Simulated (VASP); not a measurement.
Crystal: Ni.

```
CELL_PARAMETERS angstrom
0.00000 2.38828 2.38828
2.38828 0.00000 2.38828
2.38828 2.38828 0.00000
ATOMIC_POSITIONS crystal
Ni 0.87500 0.87500 0.87500
Ni 0.12500 0.12500 0.12500
```

This isn't the form of Ni at room conditions, which is fcc.

```yaml
Program: VASP 6.6.1
Task: relaxation of cell and atoms
Functional: PBE
Potentials_or_basis: VASP PAW PBE potentials, release 64 (Ni)
Cutoff: 600 eV
k_mesh: 14 × 14 × 14
Occupations: fermi-dirac, width 0.1 eV
Spin: collinear spin, ferromagnetic start
Starting_moments: "[1.0, 1.0] μB"
```

At the start: pressure 27.9 GPa; volume 13.62 Å³/atom.

**Question.** How do energy, volume and symmetry change on relaxing?

**Answer.** Over 3 steps the energy falls by 217.1 meV/atom and the volume is 16.62 Å³/atom (+22.0 %); space group Fd-3m (No. 227, to 0.1 Å) before and after; moment 1.56 μB per cell.

The path:
| step | energy change (eV) | largest force (eV/Å) | pressure (GPa) | volume (Å³) |
| --- | --- | --- | --- | --- |
| 1 | 0.0000 | 0.0000 | 27.95 | 27.24 |
| 2 | -0.3056 | 0.0000 | -8.13 | 37.73 |
| 3 | -0.4341 | 0.0000 | 0.00 | 33.24 |

Final structure:
```
CELL_PARAMETERS angstrom
0.00000 2.55202 2.55202
2.55202 0.00000 2.55202
2.55202 2.55202 0.00000
ATOMIC_POSITIONS crystal
Ni 0.87500 0.87500 0.87500
Ni 0.12500 0.12500 0.12500
```

Caveat: the volume moved by over 15 % at a fixed basis, so the end points are rough.
